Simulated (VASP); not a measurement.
Wanted: the native input for a VASP 6.6.1 run.

| Item | Value |
| --- | --- |
| Task | single point |
| Functional | PBE |
| Potentials or basis | VASP PAW PBE potentials, release 64 (Sr_sv, Er_3, As), 4f in core |
| Cutoff | 500 eV |
| k mesh | 8 × 8 × 8 |
| Occupations | gaussian, width 0.1 eV |
| Spin | no spin polarisation |
| Dipole correction | no |
| Further INCAR settings | ALGO = Normal; EDIFF = 1e-06; NBANDS = 25 |

The structure of SrErAs3 lies in POSCAR:

```
SrErAs3
1.0
    5.3559162960      0.0000000000      0.0000000000
    0.0000000000      5.3559162960      0.0000000000
    0.0000000000      0.0000000000      5.3559162960
Sr Er As
1 1 3
Direct
    0.0000000000      0.0000000000      0.0000000000
    0.5000000000      0.5000000000      0.5000000000
    0.0000000000      0.5000000000      0.5000000000
    0.5000000000      0.0000000000      0.5000000000
    0.5000000000      0.5000000000      0.0000000000
```

One way to write it, as run:

INCAR

```
PREC     = Accurate       # precision mode
ENCUT    = 500            # plane-wave cutoff, eV
EDIFF    = 1E-6           # SCF threshold, eV
ISMEAR   = 0              # smearing method
SIGMA    = 0.1            # smearing width, eV
LREAL    = F              # projectors in reciprocal space
LASPH    = T              # aspherical terms in the spheres
NELM     = 200            # most SCF steps
ALGO     = Normal         # electronic algorithm
ISIF     = 2              # what is computed and relaxed
LWAVE    = F              # write WAVECAR
LCHARG   = F              # write CHGCAR
GGA      = PE             # functional
NBANDS   = 25             # bands
GGA_COMPAT= F            
LMAXMIX  = 6              # l up to which the mixer works
```

KPOINTS

```
Automatic mesh
0
Gamma
  8 8 8
```

Potentials or basis: VASP PAW PBE potentials, release 64 (Sr_sv, Er_3, As), 4f in core.

Command:

```console
$ cat potpaw_PBE.64/Sr_sv/POTCAR potpaw_PBE.64/Er_3/POTCAR potpaw_PBE.64/As/POTCAR > POTCAR
$ mpirun -np 1 vasp_std > vasp.out
```

It gave:

```yaml
Pressure: 0.2 GPa
Band_gap_on_the_k_mesh: zero (bands 17 and 18 overlap by 1.90 eV)
```

Caveat: spin-orbit coupling is left out, which moves the levels of the heavy elements; the 4f electrons are frozen in the core, so they carry no moment and show no levels.

Run time: 2.4 min on 1 thread of AMD EPYC 7R13 Processor (Zen 3), on a shared host, peak memory 0.29 GiB.
